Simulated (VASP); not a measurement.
Ge:

```
CELL_PARAMETERS angstrom
3.99759 0.00000 0.00000
-1.99879 3.46201 0.00000
0.00000 0.00000 6.59938
ATOMIC_POSITIONS crystal
Ge 0.33333 0.66667 0.93710
Ge 0.66667 0.33333 0.43710
Ge 0.33333 0.66667 0.56290
Ge 0.66667 0.33333 0.06290
```

This isn't the form of Ge at room conditions, which is diamond.

* Program: VASP 6.6.1
* Task: relaxation of cell and atoms
* Functional: PBEsol
* Dispersion: D3(BJ)
* Potentials or basis: VASP PAW PBE potentials, release 64 (Ge_d)
* Cutoff: 600 eV
* k mesh: 8 × 8 × 4
* Occupations: fermi-dirac, width 0.05 eV
* Spin: no spin polarisation

At the start: pressure -1.9 GPa; volume 22.83 Å³/atom.

**Question.** Where does the relaxation end?

**Answer.** Over 5 steps the energy falls by 4.0 meV/atom and the volume is 22.20 Å³/atom (-2.8 %); space group P6_3/mmc (No. 194, to 0.1 Å) before and after.

The path:
| step | energy change (eV) | largest force (eV/Å) | pressure (GPa) | volume (Å³) |
| --- | --- | --- | --- | --- |
| 1 | 0.0000 | 0.0024 | -1.93 | 91.33 |
| 2 | -0.0138 | 0.0146 | 0.82 | 87.75 |
| 3 | -0.0162 | 0.0101 | 0.07 | 88.73 |
| 4 | -0.0162 | 0.0098 | -0.13 | 88.81 |
| 5 | -0.0162 | 0.0028 | -0.03 | 88.79 |

Final structure:
```yaml
crystal:
  lattice:
    - [3.96266, 0.00000, 0.00000]
    - [-1.98133, 3.43177, 0.00000]
    - [0.00000, 0.00000, 6.52927]
  atoms:
    - { symbol: Ge, position: [0.33333, 0.66667, 0.93716] }
    - { symbol: Ge, position: [0.66667, 0.33333, 0.43716] }
    - { symbol: Ge, position: [0.33333, 0.66667, 0.56284] }
    - { symbol: Ge, position: [0.66667, 0.33333, 0.06284] }
```

Caveat: the PAW data sets were made with another functional, which shifts forces and pressure a little.
